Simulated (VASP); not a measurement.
Wanted: the native input for a VASP 6.6.1 run.

```
Task                   : single point
Functional             : PBE
Potentials or basis    : VASP PAW PBE potentials, release 64 (O, Cd, Se)
Cutoff                 : 520 eV
k mesh                 : 6 × 6 × 4
Occupations            : fermi-dirac, width 0.02 eV
Spin                   : no spin polarisation
Dipole correction      : no
Further INCAR settings : ALGO = Normal; EDIFF = 1e-06; NBANDS = 26
```

The structure of Cd2SeO lies in POSCAR:

```
Cd2SeO
1.0
    3.9864291518      0.0000000000      0.0000000000
    0.0000000000      3.9864291518      0.0000000000
    0.0000000000      0.0000000000      5.4834238002
O Cd Se
1 2 1
Direct
    0.0000000000      0.0000000000      0.0000000000
    0.0000000000      0.5000000000      0.8071404097
    0.5000000000      0.0000000000      0.1928595903
    0.5000000000      0.5000000000      0.5000000000
```

This cell differs from its parent crystal: volume changed by -3%.

One way to write it, as run:

INCAR

```
ALGO = Normal
EDIFF = 1E-6
ENCUT = 520
GGA = PE
ISIF = 2
ISMEAR = -1
LASPH = T
LCHARG = F
LREAL = F
LWAVE = F
NBANDS = 26
NELM = 100
PREC = Accurate
SIGMA = 0.02
```

KPOINTS

```
k-points
0
Gamma
  6 6 4
```

Potentials or basis: VASP PAW PBE potentials, release 64 (O, Cd, Se).

Launch:

```bash
$ cat potpaw_PBE.64/O/POTCAR potpaw_PBE.64/Cd/POTCAR potpaw_PBE.64/Se/POTCAR > POTCAR
$ mpirun -np 1 vasp_std > vasp.out
```

It gave:

```
Pressure               : 2.7 GPa
Largest force          : 0.009 eV/Å
Band gap on the k mesh : zero (filled and empty bands touch)
```

It took 28 s on 1 thread of Intel(R) Xeon(R) 6975P-C (Granite Rapids), with other jobs on the host, peak memory 0.23 GiB.
